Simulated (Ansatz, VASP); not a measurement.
# Two plane-wave programs on PbO

```
Pb O
1.0
     3.17949    0.00000    0.00000
     0.00000    3.17949    0.00000
     0.00000    0.00000    3.17949
Pb O
1 1
Direct
  0.00000 0.00000 0.00000
  0.50000 0.50000 0.50000
```

Alike in both runs: functional r2SCAN; k mesh 13 × 13 × 13; occupations fermi-dirac, width 0.08 eV; no spin polarisation.

Ansatz relaxed the structure, and its values are those at the end. VASP's run is a single point on that final structure, the one shown.

|  | VASP | Ansatz |
| --- | --- | --- |
| version | VASP 6.6.1 | Ansatz 0.2.0 |
| potentials or method | VASP PAW PBE potentials, release 64 (Pb_d, O) | PAW with Ansatz's default frozen-core files, scalar-relativistic |
| plane-wave cutoff (eV) | 520 | 500 |
| valence electrons in the cell | 20 | 20 |

|  | VASP | Ansatz | Ansatz less VASP |
| --- | --- | --- | --- |
| pressure (GPa) | 0.2 | 0.0 | -0.18 |

VASP's potentials were made for PBE, not for r2SCAN.

Spin-orbit coupling is off throughout.
